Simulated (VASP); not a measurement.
# ZnO (P6_3mc) in VASP: a series of runs, part 2 of 2

VASP 6.6.1. Earlier steps stand in the parts before.

**4. Relaxation of cell and atoms, LDA**

File INCAR:

```
ALGO = Normal ; EDIFF = 1E-6
EDIFFG = -0.001 ; ENCUT = 600
GGA = CA ; IBRION = 2
ISIF = 3 ; ISMEAR = 0
LASPH = T ; LCHARG = F
LREAL = F ; LWAVE = F
NELM = 80 ; NSW = 80
PREC = Accurate ; SIGMA = 0.01
```

File KPOINTS:

```
k-points
0
Gamma
  12 12 6
```

File POSCAR:

```
ZnO
1.0
    3.1868123898      0.0000000000      0.0000000000
   -1.5934061949      2.7598604867      0.0000000000
    0.0000000000      0.0000000000      5.1535583231
Zn O
2 2
Direct
    0.3333333333      0.6666666667      0.5003399761
    0.6666666667      0.3333333333      0.0003399761
    0.6666666667      0.3333333333      0.3786700239
    0.3333333333      0.6666666667      0.8786700239
```

Potentials or basis: VASP PAW LDA potentials, release 64 (Zn, O).

On the command line:

```
$ cat potpaw_LDA.64/Zn/POTCAR potpaw_LDA.64/O/POTCAR > POTCAR
$ mpirun -np 1 vasp_std > vasp.out
```

OUTCAR:

```text
EDIFF = 1E-6
   EDIFFG = -0.001
   ENCUT = 600
   GGA = CA
   IBRION = 2
   ISIF = 3
   ISMEAR = 0
   LASPH = T
   LREAL = F
   NELM = 80
   NSW = 80
   PREC = Accurate

 ion  position               nearest neighbor table
   1  0.333  0.667  0.500-   3 1.94   3 1.94   3 1.94   4 1.95
   2  0.667  0.333  0.000-   4 1.94   4 1.94   4 1.94   3 1.95
   3  0.667  0.333  0.379-   1 1.94   1 1.94   1 1.94   2 1.95
   4  0.333  0.667  0.879-   2 1.94   2 1.94   2 1.94   1 1.95

  LATTYP: Found a hexagonal cell.
 ALAT       =     3.1868123898
 C/A-ratio  =     1.6171514645

  Lattice vectors:

 A1 = (   3.1868123898,   0.0000000000,   0.0000000000)
 A2 = (  -1.5934061949,   2.7598604867,   0.0000000000)
 A3 = (   0.0000000000,   0.0000000000,   5.1535583231)

Analysis of symmetry for initial positions (statically):
[... 372 lines left out ...]

 number of electron      35.9999999 magnetization

 Free energy of the ion-electron system (eV)
  ---------------------------------------------------
  ext. energy  EPLUGINS =         0.00000000
  ---------------------------------------------------
  free energy    TOTEN  =       -21.16278077 eV

  energy without entropy =      -21.16278077  energy(sigma->0) =      -21.16278077

 E-fermi :   1.3235     XC(G=0): -11.6894

 val. band max:        1.2837051756   @ k =   0.0000   0.0000   0.0000
 cond. band min:       2.0829379314   @ k =   0.0000   0.0000   0.0000
 fundamental gap:      0.7992327558
 Fermi energy:         1.3234575571

 k-point     1 :       0.0000    0.0000    0.0000
  band No.  band energies     occupation
      1     -16.8817      2.00000
      2     -16.0505      2.00000
      3      -4.7861      2.00000
      4      -4.7111      2.00000
      5      -4.7111      2.00000
      6      -4.6753      2.00000
[... 589 lines left out ...]
     21       9.6003      0.00000
     22      10.1837      0.00000

 [... further k-points ...]
[... 5 lines left out ...]
  --------------------------------------------------------------------------------------
  -------------------------------------------------------------------------------------
  Total        0.0031866      0.0031866      0.0028154      0.0000000      0.0000000      0.0000000
  in kB        0.1118941      0.1118941      0.0988595      0.0000000      0.0000000      0.0000000
  external PRESSURE =       0.1075492 kB  Pullay stress =       0.0000000 kB
[... 19 lines left out ...]
  FREE ENERGIE OF THE ION-ELECTRON SYSTEM (eV)
  ---------------------------------------------------
  free  energy   TOTEN  =       -21.1627807718 eV

  energy  without entropy=      -21.1627807718  energy(sigma->0) =      -21.16278077

 reached required accuracy - stopping structural energy minimisation
```

CONTCAR:

```text
ZnO
   1.00000000000000
     3.1939243175475660    0.0000000000000000   -0.0000000000000000
    -1.5969621587737830    2.7660195967995271    0.0000000000000000
    -0.0000000000000000    0.0000000000000000    5.1648506262285983
  Zn              O
     2     2
Direct
     0.3333333332999970    0.6666666667000030    0.5003435589903642
     0.6666666667000030    0.3333333332999970    0.0003435589903644
     0.6666666667000030    0.3333333332999970    0.3786664410096366
     0.3333333332999970    0.6666666667000030    0.8786664410096368

  0.00000000E+00  0.00000000E+00  0.00000000E+00
  0.00000000E+00  0.00000000E+00  0.00000000E+00
  0.00000000E+00  0.00000000E+00  0.00000000E+00
  0.00000000E+00  0.00000000E+00  0.00000000E+00
```

It took 5.7 min on 1 thread of Intel Xeon Platinum 8488C (Sapphire Rapids), shared host; peak memory 0.21 GiB.

Results:

```yaml
Free_energy: -21.1628 eV
Relaxed_volume: 11.41 Å³/atom
Relaxed_cell: a = 3.194 Å, b = 3.194 Å, c = 5.165 Å, α = 90.00°, β = 90.00°, γ = 120.00°
Space_group_after_relaxing_to_0.05_Å: P6_3mc (No. 186)
Energy_gained_by_relaxing: 0.3 meV/atom
Ionic_steps: 11
Pressure_after_relaxing: 0.0 GPa
Band_gap_on_the_k_mesh: 0.80 eV, direct
```

Step by step:
| step | energy change (eV) | largest force (eV/Å) | pressure (GPa) | volume (Å³) |
| --- | --- | --- | --- | --- |
| 1 | 0.0000 | 0.0008 | 0.98 | 45.33 |
| 2 | -0.0007 | 0.0014 | -0.43 | 45.78 |
| 3 | -0.0010 | 0.0007 | 0.02 | 45.64 |
| 4 | -0.0010 | 0.0008 | -0.15 | 45.64 |
| 5 | -0.0010 | 0.0001 | 0.08 | 45.58 |
| 6 | -0.0010 | 0.0004 | 0.16 | 45.60 |
| 7 | -0.0010 | 0.0006 | 0.08 | 45.62 |
| 8 | -0.0010 | 0.0009 | -0.10 | 45.63 |
| 9 | -0.0010 | 0.0005 | 0.04 | 45.63 |
| 10 | -0.0010 | 0.0008 | -0.03 | 45.63 |
| 11 | -0.0010 | 0.0005 | 0.01 | 45.63 |

Final structure:
```
Zn O
1.0
     3.19392    0.00000    0.00000
    -1.59696    2.76602    0.00000
     0.00000    0.00000    5.16485
Zn O
2 2
Cartesian
  0.0000 1.8440 2.5842
  1.5970 0.9220 0.0018
  1.5970 0.9220 1.9558
  0.0000 1.8440 4.5382
```

Levels at points of the mesh, in eV from the valence-band top:
| k point | band 15 | band 16 | band 17 | band 18 | band 19 | band 20 | band 21 | band 22 |
| --- | --- | --- | --- | --- | --- | --- | --- | --- |
| (0.00, 0.00, 0.00) | -0.85 | -0.10 | 0.00 | 0.00 | 0.80 | 5.27 | 8.18 | 12.94 |
| (0.50, 0.00, 0.00) | -3.01 | -2.43 | -1.40 | -0.90 | 5.86 | 6.77 | 7.44 | 8.67 |
| (0.00, 0.00, 0.50) | -0.42 | -0.42 | -0.42 | -0.42 | 3.48 | 3.48 | 10.03 | 10.03 |
| (0.50, 0.00, 0.50) | -1.61 | -1.61 | -1.49 | -1.49 | 5.63 | 5.63 | 8.54 | 8.54 |

**5. Relaxation of cell and atoms, LDA**

This run uses another cell than the first one, of 11.90 Å³/atom, 1.050 times its volume.

File INCAR:

```
SYSTEM = ZnO
PREC = Accurate
ENCUT = 600
EDIFF = 1E-6
ISMEAR = 0
SIGMA = 0.02
LREAL = .FALSE.
LASPH = .TRUE.
NELM = 100
ALGO = Normal
ISIF = 3
LWAVE = .FALSE.
LCHARG = .FALSE.
IBRION = 2
NSW = 100
EDIFFG = -0.005
```

File KPOINTS:

```
Automatic mesh
0
G
  12 12 6
  0 0 0
```

File POSCAR:

```
ZnO
1.0
    3.2493080000      0.0000000000      0.0000000000
   -1.6246540000      2.8139832727      0.0000000000
    0.0000000000      0.0000000000      5.2057090000
Zn O
2 2
Direct
    0.3333333333      0.6666666667      0.5000000000
    0.6666666667      0.3333333333      0.0000000000
    0.6666666667      0.3333333333      0.3790100000
    0.3333333333      0.6666666667      0.8790100000
```

Potentials or basis: VASP PAW LDA potentials, release 64 (Zn, O).

On the command line:

```
$ cat potpaw_LDA.64/Zn/POTCAR potpaw_LDA.64/O/POTCAR > POTCAR
$ mpirun -np 1 vasp_std > vasp.out
```

OUTCAR:

```text
SYSTEM = ZnO
   PREC = Accurate
   ENCUT = 600
   EDIFF = 1E-6
   ISMEAR = 0
   LREAL = .FALSE.
   LASPH = .TRUE.
   NELM = 100
   ISIF = 3
   IBRION = 2
   NSW = 100
   EDIFFG = -0.005

 ion  position               nearest neighbor table
   1  0.333  0.667  0.500-   4 1.97   3 1.98   3 1.98   3 1.98
   2  0.667  0.333  0.000-   3 1.97   4 1.98   4 1.98   4 1.98
   3  0.667  0.333  0.379-   2 1.97   1 1.98   1 1.98   1 1.98
   4  0.333  0.667  0.879-   1 1.97   2 1.98   2 1.98   2 1.98

  LATTYP: Found a hexagonal cell.
 ALAT       =     3.2493080000
 C/A-ratio  =     1.6020977390

  Lattice vectors:

 A1 = (   3.2493080000,   0.0000000000,   0.0000000000)
 A2 = (  -1.6246540000,   2.8139832727,   0.0000000000)
 A3 = (   0.0000000000,   0.0000000000,   5.2057090000)

Analysis of symmetry for initial positions (statically):
=====================================================================
 Subroutine PRICEL returns:
 Original cell was already a primitive cell.

 Routine SETGRP: Setting up the symmetry group for a
 hexagonal supercell.

 Subroutine GETGRP returns: Found 12 space group operations
 (whereof  6 operations were pure point group operations)
 out of a pool of 24 trial point group operations.

[... 179 lines left out ...]
  in kB      -68.4580123    -68.4580123    -50.4928062      0.0000000     -0.0000000      0.0000000
  external PRESSURE =     -62.4696103 kB  Pullay stress =       0.0000000 kB
[... 95 lines left out ...]
  FREE ENERGIE OF THE ION-ELECTRON SYSTEM (eV)
  ---------------------------------------------------
  free  energy   TOTEN  =       -21.1676136196 eV

  energy  without entropy=      -21.1676136196  energy(sigma->0) =      -21.16761362

[... ionic steps 4 to 8 ...]

--------------------------------------- Ionic step        9  -------------------------------------------

 number of electron      35.9999997 magnetization

------------------------ aborting loop because EDIFF is reached ----------------------------------------
[... 71 lines left out ...]
--------------------------------------- Ionic step       11  -------------------------------------------

 number of electron      35.9999999 magnetization

 Free energy of the ion-electron system (eV)
  ---------------------------------------------------
  ext. energy  EPLUGINS =         0.00000000
  ---------------------------------------------------
  free energy    TOTEN  =       -21.16786988 eV

  energy without entropy =      -21.16786988  energy(sigma->0) =      -21.16786988

 E-fermi :   1.4229     XC(G=0): -11.6897

 val. band max:        1.2834333799   @ k =   0.0000   0.0000   0.0000
 cond. band min:       2.0838067043   @ k =   0.0000   0.0000   0.0000
 fundamental gap:      0.8003733244
 Fermi energy:         1.4228740762

 k-point     1 :       0.0000    0.0000    0.0000
  band No.  band energies     occupation
      1     -16.8816      2.00000
      2     -16.0498      2.00000
      3      -4.7858      2.00000
      4      -4.7111      2.00000
      5      -4.7111      2.00000
      6      -4.6756      2.00000
[... 589 lines left out ...]
     21       9.6009      0.00000
     22      10.1837      0.00000

 [... further k-points ...]
[... 5 lines left out ...]
  --------------------------------------------------------------------------------------
  -------------------------------------------------------------------------------------
  Total       -0.0043645     -0.0043645      0.0108859      0.0000000      0.0000000      0.0000000
  in kB       -0.1532659     -0.1532659      0.3822715      0.0000000      0.0000000      0.0000000
  external PRESSURE =       0.0252466 kB  Pullay stress =       0.0000000 kB
[... 19 lines left out ...]
  FREE ENERGIE OF THE ION-ELECTRON SYSTEM (eV)
  ---------------------------------------------------
  free  energy   TOTEN  =       -21.1678698826 eV

  energy  without entropy=      -21.1678698826  energy(sigma->0) =      -21.16786988

 reached required accuracy - stopping structural energy minimisation
```

OSZICAR:

```text
N       E                     dE             d eps       ncg     rms          rms(c)
DAV:   1     0.307833910856E+03    0.30783E+03   -0.20623E+04  3352   0.263E+03
DAV:   2     0.968106949112E+01   -0.29815E+03   -0.28610E+03  3548   0.476E+02
[... 80 lines left out ...]
  10 F= -.21167866E+02 E0= -.21167866E+02  d E =-.681102E-04
       N       E                     dE             d eps       ncg     rms          rms(c)
DAV:   1    -0.211684108662E+02   -0.54394E-03   -0.26853E-02  3406   0.185E+00    0.168E-01
DAV:   2    -0.211679967092E+02    0.41416E-03   -0.19014E-03  4444   0.812E-01    0.785E-02
DAV:   3    -0.211678989434E+02    0.97766E-04   -0.74046E-05  4624   0.165E-01    0.403E-02
DAV:   4    -0.211678695878E+02    0.29356E-04   -0.49892E-05  4902   0.990E-02    0.612E-03
DAV:   5    -0.211678698826E+02   -0.29486E-06   -0.89534E-06  3386   0.329E-02
  11 F= -.21167870E+02 E0= -.21167870E+02  d E =-.368012E-05
```

CONTCAR:

```text
ZnO
   1.00000000000000
     3.1940530633273121    0.0000000000000000    0.0000000000000000
    -1.5970265316636560    2.7661310938579682   -0.0000000000000000
    -0.0000000000000000   -0.0000000000000000    5.1640050897790211
  Zn              O
     2     2
Direct
     0.3333333332999970    0.6666666667000030    0.5003540741267263
     0.6666666667000030    0.3333333332999970    0.0003540741267263
     0.6666666667000030    0.3333333332999970    0.3786559258732747
     0.3333333332999970    0.6666666667000030    0.8786559258732748

  0.00000000E+00  0.00000000E+00  0.00000000E+00
  0.00000000E+00  0.00000000E+00  0.00000000E+00
  0.00000000E+00  0.00000000E+00  0.00000000E+00
  0.00000000E+00  0.00000000E+00  0.00000000E+00
```

Wall time 7.2 min (1 thread of Intel Xeon Platinum 8488C (Sapphire Rapids), shared host); peak memory 0.22 GiB.

Results:

```yaml
Free_energy: -21.1679 eV
Relaxed_volume: 11.41 Å³/atom
Relaxed_cell: a = 3.194 Å, b = 3.194 Å, c = 5.164 Å, α = 90.00°, β = 90.00°, γ = 120.00°
Space_group_after_relaxing_to_0.05_Å: P6_3mc (No. 186)
Energy_gained_by_relaxing: 10.4 meV/atom
Ionic_steps: 11
Pressure_after_relaxing: 0.0 GPa
Largest_force_after_relaxing: 0.004 eV/Å
Band_gap_on_the_k_mesh: 0.80 eV, direct
```

Forces on the atoms (eV/Å):
```
Zn   0.000  0.000 -0.004
Zn   0.000  0.000 -0.004
O    0.000  0.000  0.004
O    0.000  0.000  0.004
```

The path:
| step | energy change (eV) | largest force (eV/Å) | pressure (GPa) | volume (Å³) |
| --- | --- | --- | --- | --- |
| 1 | 0.0000 | 0.0553 | -6.25 | 47.60 |
| 2 | -0.0262 | 0.0409 | 4.41 | 44.47 |
| 3 | -0.0413 | 0.0022 | 0.05 | 45.61 |
| 4 | -0.0413 | 0.0041 | -0.06 | 45.65 |
| 5 | -0.0414 | 0.0189 | -0.27 | 45.66 |
| 6 | -0.0414 | 0.0186 | -0.16 | 45.66 |
| 7 | -0.0415 | 0.0187 | 0.08 | 45.59 |
| 8 | -0.0415 | 0.0189 | 0.09 | 45.58 |
| 9 | -0.0416 | 0.0021 | 0.15 | 45.58 |
| 10 | -0.0416 | 0.0028 | 0.07 | 45.59 |
| 11 | -0.0416 | 0.0037 | 0.00 | 45.62 |

Final structure:
```cif
data_structure
_symmetry_space_group_name_H-M 'P 1'
_symmetry_Int_Tables_number 1
_cell_length_a 3.1941
_cell_length_b 3.1941
_cell_length_c 5.1640
_cell_angle_alpha 90.000
_cell_angle_beta 90.000
_cell_angle_gamma 120.000
_cell_volume 45.62
loop_
_atom_site_label
_atom_site_type_symbol
_atom_site_fract_x
_atom_site_fract_y
_atom_site_fract_z
_atom_site_occupancy
Zn1 Zn 0.33333 0.66667 0.50035 1
Zn2 Zn 0.66667 0.33333 0.00035 1
O1 O 0.66667 0.33333 0.37866 1
O2 O 0.33333 0.66667 0.87866 1
```

Expect the measured gap to be larger: semilocal functionals such as LDA lack the derivative discontinuity. LDA usually gives volumes a few per cent too small.

**6. Overview**

```tsv
task	cell	cutoff (eV)	smearing	gap on the mesh (eV)	pressure (GPa)	relaxed volume (Å³/atom)
single point	a = 3.187, b = 3.187, c = 5.154 Å, angles 90.0, 90.0, 120.0°, 4 atoms	520	gaussian 0.02 eV	0.81	1.3	-
single point	a = 3.187, b = 3.187, c = 5.153 Å, angles 90.0, 90.0, 120.0°, 4 atoms	520	gaussian 0.01 eV	0.81	1.3	-
relaxation of cell and atoms	relaxed from a = 3.187, b = 3.187, c = 5.154 Å, angles 90.0, 90.0, 120.0°, 4 atoms	600	gaussian 0.01 eV	0.80	0.0	11.41
relaxation of cell and atoms	relaxed from a = 3.249, b = 3.249, c = 5.206 Å, angles 90.0, 90.0, 120.0°, 4 atoms	600	gaussian 0.02 eV	0.80	0.0	11.41
```

Alike in all rows: level LDA; potentials or basis VASP PAW LDA potentials, release 64 (Zn, O); no spin polarisation; k mesh 12 × 12 × 6.

Total energies depend on the potentials used, so only differences within one code and one set of settings carry meaning.

**7. Against experiment**

Step 2. Against the measured gap of ZnO, 3.37 eV (quoted in “Electronic structure of alkaline earth and post-transition metal oxides”, 2009, arxiv:0908.1581), the calculated 0.81 eV is off by -2.56 eV. So large a miss can be the level of theory's own, or it may mean another phase, state or a wrong row. The value is that of LDA, without temperature or zero-point motion. Semilocal functionals fall short of measured gaps as a rule.
